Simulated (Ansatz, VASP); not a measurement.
**Two plane-wave programs on ZnS**

```
Zn S
1.0
     0.00000    2.64840    2.64840
     2.64840    0.00000    2.64840
     2.64840    2.64840    0.00000
Zn S
1 1
Direct
  0.00000 0.00000 0.00000
  0.25000 0.25000 0.25000
```

Change from the starting cell: volume scaled by 1, PAW files.

Alike in both runs: task single point; functional LDA; k mesh 12 × 12 × 12; occupations fermi-dirac, width 0.05 eV; no spin polarisation.

|  | VASP | Ansatz |
| --- | --- | --- |
| version | VASP 6.6.1 | Ansatz 0.2.0 |
| potentials or method | VASP PAW LDA potentials, release 64 (Zn, S) | PAW with Ansatz's default frozen-core files, scalar-relativistic |
| plane-wave cutoff (eV) | 520 | 420 |
| valence electrons in the cell | 18 | 18 |

VASP gave:

```
gap on the k mesh at the Fermi level (eV) : 2.16
pressure (GPa)                            : 0.2
```

Question: Estimate Ansatz's values.

Answer: gap on the k mesh at the Fermi level (eV): 2.13; pressure (GPa): 0.0.

LDA's correlation is that of Perdew and Zunger in VASP and of Perdew and Wang (1992) in Ansatz.
